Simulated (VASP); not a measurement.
# NiPt (P4/mmm) in VASP: single point with LDA

Aim: the single point of NiPt with LDA.

Program: VASP 6.6.1. These are calculated values, not measurements. Logs are shortened: lines on timing, memory, paths and dates and some standing lists are left out, and cuts for length are marked.

## (1) The cell of the first run

The structure is tetragonal, space group P4/mmm (No. 123). The conventional cell has a = 2.710 Å, b = 2.710 Å, c = 3.578 Å, α = 90.00°, β = 90.00°, γ = 90.00°. Within 3.5 Å of Ni (site symmetry 4/mmm) lie 8 Pt at 2.62 Å and 4 Ni at 2.71 Å. Within 3.5 Å of Pt (site symmetry 4/mmm) lie 8 Ni at 2.62 Å and 4 Pt at 2.71 Å.

## (2) Single point, LDA, collinear spin, ferromagnetic start

INCAR

```
SYSTEM = NiPt
  PREC = Accurate
  ENCUT = 520
  EDIFF = 1E-7
  ISMEAR = -1
  SIGMA = 0.1
  LREAL = .False.
  LASPH = .True.
  NELM = 150
  ALGO = Normal
  ISIF = 2
  LWAVE = .False.
  LCHARG = .False.
  ISPIN = 2
  MAGMOM = 0.6 0.2
  LORBIT = 11
  LMAXMIX = 4
  GGA = CA
  NBANDS = 21
```

KPOINTS

```
regular mesh
0
Gamma
  10 10 7
  0 0 0
```

POSCAR

```
NiPt
1.0
    2.7099397941      0.0000000000      0.0000000000
    0.0000000000      2.7099397941      0.0000000000
    0.0000000000      0.0000000000      3.5783200000
Ni Pt
1 1
Direct
    0.5000000000      0.5000000000      0.5000000000
    0.0000000000      0.0000000000      0.0000000000
```

Potentials or basis: VASP PAW LDA potentials, release 64 (Ni, Pt).

The run is started by

```sh
$ cat potpaw_LDA.64/Ni/POTCAR potpaw_LDA.64/Pt/POTCAR > POTCAR
$ mpirun -np 1 vasp_std > vasp.out
```

OUTCAR:

```text
SYSTEM = NiPt
   PREC = Accurate
   ENCUT = 520
   EDIFF = 1E-7
   ISMEAR = -1
   LREAL = .False.
   LASPH = .True.
   NELM = 150
   ISIF = 2
   ISPIN = 2
   LORBIT = 11
   GGA = CA

 ion  position               nearest neighbor table
   1  0.500  0.500  0.500-   2 2.62   2 2.62   2 2.62   2 2.62   2 2.62   2 2.62   2 2.62   2 2.62

   2  0.000  0.000  0.000-   1 2.62   1 2.62   1 2.62   1 2.62   1 2.62   1 2.62   1 2.62   1 2.62

  LATTYP: Found a simple tetragonal cell.
 ALAT       =     2.7099397941
 C/A-ratio  =     1.3204426193

  Lattice vectors:

 A1 = (   2.7099397941,   0.0000000000,   0.0000000000)
 A2 = (   0.0000000000,   2.7099397941,   0.0000000000)
 A3 = (   0.0000000000,   0.0000000000,   3.5783200000)

Analysis of symmetry for initial positions (statically):
=====================================================================
 Subroutine PRICEL returns:
 Original cell was already a primitive cell.

 Routine SETGRP: Setting up the symmetry group for a
 simple tetragonal supercell.

 Subroutine GETGRP returns: Found 16 space group operations
 (whereof 16 operations were pure point group operations)
 out of a pool of 16 trial point group operations.

The static configuration has the point symmetry D_4h.

Analysis of symmetry for dynamics (positions and initial velocities):
=====================================================================
 Subroutine PRICEL returns:
 Original cell was already a primitive cell.

 Routine SETGRP: Setting up the symmetry group for a
 simple tetragonal supercell.

 Subroutine GETGRP returns: Found 16 space group operations
 (whereof 16 operations were pure point group operations)
 out of a pool of 16 trial point group operations.

The dynamic configuration has the point symmetry D_4h.

Analysis of structural, dynamic, and magnetic symmetry:
=====================================================================
 Subroutine PRICEL returns:
 Original cell was already a primitive cell.

 Routine SETGRP: Setting up the symmetry group for a
 simple tetragonal supercell.

 Subroutine GETGRP returns: Found 16 space group operations
 (whereof 16 operations were pure point group operations)
 out of a pool of 16 trial point group operations.

The overall configuration has the point symmetry D_4h.

 Subroutine INISYM returns: Found 16 space group operations
 (whereof 16 operations are pure point group operations),
 and found     1 'primitive' translations

[... 115 lines left out ...]
  volume/ion in A,a.u.               =      13.14        88.67
  Fermi-wavevector in a.u.,A,eV,Ry     =   1.494693  2.824560 30.396875  2.234107
  Thomas-Fermi vector in A             =   2.606933
   LORBIT       =     11    0 simple, 1 ext, 2 COOP (PROOUT), +10 PAW based schemes
   GGA     = CA    functional components
   LHFCALC =     F    Hartree Fock is set to
   AEXX    =    0.0000 exact exchange contribution
   IVDW    =     0    specifies the selected vdW correction
   LEPSILON=     F    determine dielectric tensor
   LRPA    =     F    only Hartree local field effects (RPA)
 spin polarized calculation
  energy-cutoff  :      520.00
  volume of cell :       26.28
 maximum number of plane-waves:       724
   NGX = 11   NGY = 11   NGZ = 13

 number of electron      20.0000010 magnetization       0.5654131

 Free energy of the ion-electron system (eV)
  ---------------------------------------------------
  ext. energy  EPLUGINS =         0.00000000
  ---------------------------------------------------
  free energy    TOTEN  =       -14.24372065 eV

  energy without entropy =      -14.12017187  energy(sigma->0) =      -14.18194626

 E-fermi :  10.0313     XC(G=0): -13.5766

 val. band max:       10.0272814295   @ k =   0.4000   0.4000   0.2857
 cond. band min:      10.0314060110   @ k =   0.4000   0.1000   0.0000
 fundamental gap:      0.0041245815
 Fermi energy:        10.0312578787

 spin component 1

 k-point     1 :       0.0000    0.0000    0.0000
  band No.  band energies     occupation
      1       0.3903      1.00000
      2       3.9878      1.00000
      3       4.0689      1.00000
      4       7.0869      1.00000
      5       7.0869      1.00000
      6       8.0034      1.00000
[... 565 lines left out ...]
     20      34.5168      0.00000
     21      35.1654      0.00000

 [... further k-points ...]

 spin component 2

 k-point     1 :       0.0000    0.0000    0.0000
  band No.  band energies     occupation
      1       0.4262      1.00000
      2       4.0921      1.00000
      3       4.1654      1.00000
      4       7.3134      1.00000
      5       7.3134      1.00000
      6       8.3096      1.00000
[... 565 lines left out ...]
     20      34.5636      0.00000
     21      35.2343      0.00000

 [... further k-points ...]

------------------------ aborting loop because EDIFF is reached ----------------------------------------

  FORCE on cell =-STRESS in cart. coord.  units (eV):
  Direction    XX          YY          ZZ          XY          YZ          ZX
  --------------------------------------------------------------------------------------
  -------------------------------------------------------------------------------------
  Total       -1.9774314     -1.9774314     -1.9154462      0.0000000      0.0000000      0.0000000
  in kB     -120.5628605   -120.5628605   -116.7836600      0.0000000      0.0000000      0.0000000
  external PRESSURE =    -119.3031270 kB  Pullay stress =       0.0000000 kB

 VOLUME and BASIS-vectors are now :
 -----------------------------------------------------------------------------
  energy-cutoff  :      520.00
  volume of cell :       26.28
      direct lattice vectors                 reciprocal lattice vectors
     2.709939794  0.000000000  0.000000000     0.369011888  0.000000000  0.000000000
     0.000000000  2.709939794  0.000000000     0.000000000  0.369011888  0.000000000
     0.000000000  0.000000000  3.578320000     0.000000000  0.000000000  0.279460753

 POSITION                                       TOTAL-FORCE (eV/Angst)
 -----------------------------------------------------------------------------------
      1.35497      1.35497      1.78916         0.000000      0.000000      0.000000
      0.00000      0.00000      0.00000         0.000000      0.000000      0.000000
 -----------------------------------------------------------------------------------
    total drift:                               -0.000000      0.000000      0.000000

  FREE ENERGIE OF THE ION-ELECTRON SYSTEM (eV)
  ---------------------------------------------------
  free  energy   TOTEN  =       -14.2437206473 eV

  energy  without entropy=      -14.1201718725  energy(sigma->0) =      -14.18194626

 total charge

# of ion       s       p       d       tot
------------------------------------------
    1        0.440   0.463   8.337   9.240
    2        0.700   0.634   8.039   9.373
--------------------------------------------------
tot          1.140   1.097  16.376  18.613

 magnetization (x)

# of ion       s       p       d       tot
------------------------------------------
    1       -0.000  -0.003   0.393   0.390
    2       -0.002  -0.007   0.183   0.174
--------------------------------------------------
tot         -0.002  -0.010   0.577   0.565
```

It took 2.1 min on 1 thread of AMD EPYC 7R13, shared host; peak memory 0.16 GiB.

Results:

```
Free energy                                           : -14.2437 eV
Pressure                                              : -11.9 GPa
Net moment                                            : 0.57 μB per cell
Site moments                                          : Ni +0.39; Pt +0.17 μB
Valence electrons inside the program's atomic spheres : Ni 9.24; Pt 9.37
```

Caveat: spin-orbit coupling is left out, which moves the levels of the heavy elements.
